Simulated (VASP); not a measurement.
Wanted: the native input for a VASP 6.6.1 run.

* Task: single point
* Functional: PBEsol
* Potentials or basis: VASP PAW PBE potentials, release 64 (Rh_pv)
* Cutoff: 520 eV
* k mesh: 20 × 20 × 14
* Occupations: gaussian, width 0.1 eV
* Spin: no spin polarisation
* Dipole correction: no
* Further INCAR settings: ALGO = Fast; EDIFF = 1e-06; NBANDS = 22

The structure of Rh lies in POSCAR:

```
Rh
1.0
    1.8711012739      1.8711012739      0.0000000000
   -1.8947262900      1.8947262900      0.0000000000
    0.0000000000      0.0000000000      3.7894525799
Rh
2
Direct
    0.0000000000      0.0000000000      0.0000000000
    0.5000000000      0.5000000000      0.5000000000
```

This cell differs from its parent crystal: uniaxial strain along a: -1.0 %.

One way to write it, as run:

INCAR

```
SYSTEM = Rh
PREC = Accurate
ENCUT = 520
EDIFF = 1E-6
ISMEAR = 0
SIGMA = 0.1
LREAL = .FALSE.
LASPH = .TRUE.
NELM = 60
ALGO = Fast
ISIF = 2
LWAVE = .FALSE.
LCHARG = .FALSE.
GGA = PS
NBANDS = 22
```

KPOINTS

```
regular mesh
0
G
  20 20 14
  0 0 0
```

Potentials or basis: VASP PAW PBE potentials, release 64 (Rh_pv).

Command:

```sh
$ cat potpaw_PBE.64/Rh_pv/POTCAR > POTCAR
$ mpirun -np 1 vasp_std > vasp.out
```

It gave:

* Pressure: 1.4 GPa
* Band gap on the k mesh: zero (bands 15 and 16 overlap by 2.55 eV)

Caveat: the cell differs from its parent crystal (uniaxial strain along a: -1.0 %); the PAW data sets were made with another functional, which shifts forces and pressure a little.

Run time: 3.4 min on 1 thread of AMD EPYC 9R45 96-Core Processor (Zen 5), with other jobs on the host, peak memory 0.47 GiB.
